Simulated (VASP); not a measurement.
SiNi2:

```
Ni Si
1.0
     3.90728    0.00000    0.00000
    -1.95364    3.38380    0.00000
     0.00000    0.00000    4.93240
Ni Si
4 2
Direct
  0.66667 0.33333 0.25000
  0.33333 0.66667 0.75000
  0.00000 0.00000 0.00000
  0.00000 0.00000 0.50000
  0.66667 0.33333 0.75000
  0.33333 0.66667 0.25000
```

| Property | Result |
| --- | --- |
| Program | VASP 6.6.1 |
| Task | relaxation of cell and atoms |
| Functional | PBEsol |
| Potentials or basis | VASP PAW PBE potentials, release 64 (Ni, Si) |
| Cutoff | 600 eV |
| k mesh | 12 × 12 × 8 |
| Occupations | gaussian, width 0.1 eV |
| Spin | no spin polarisation |

At the start: pressure -5.1 GPa; volume 10.87 Å³/atom.

Question: How do energy, volume and symmetry change on relaxing?

Answer: Over 6 steps the energy falls by 4.2 meV/atom and the volume is 10.63 Å³/atom (-2.2 %); space group P6_3/mmc (No. 194, to 0.1 Å) before and after.

The path:
| step | energy change (eV) | largest force (eV/Å) | pressure (GPa) | volume (Å³) |
| --- | --- | --- | --- | --- |
| 1 | 0.0000 | 0.0000 | -5.07 | 65.21 |
| 2 | 0.0106 | 0.0000 | 6.78 | 62.02 |
| 3 | -0.0250 | 0.0000 | 0.08 | 63.73 |
| 4 | -0.0250 | 0.0000 | -0.11 | 63.76 |
| 5 | -0.0252 | 0.0000 | -0.15 | 63.78 |
| 6 | -0.0252 | 0.0000 | -0.11 | 63.79 |

Final structure:
```
Ni Si
1.0
     3.87099    0.00000    0.00000
    -1.93549    3.35237    0.00000
     0.00000    0.00000    4.91528
Ni Si
4 2
Direct
  0.66667 0.33333 0.25000
  0.33333 0.66667 0.75000
  0.00000 0.00000 0.00000
  0.00000 0.00000 0.50000
  0.66667 0.33333 0.75000
  0.33333 0.66667 0.25000
```

Caveat: the PAW data sets were made with another functional, which shifts forces and pressure a little.
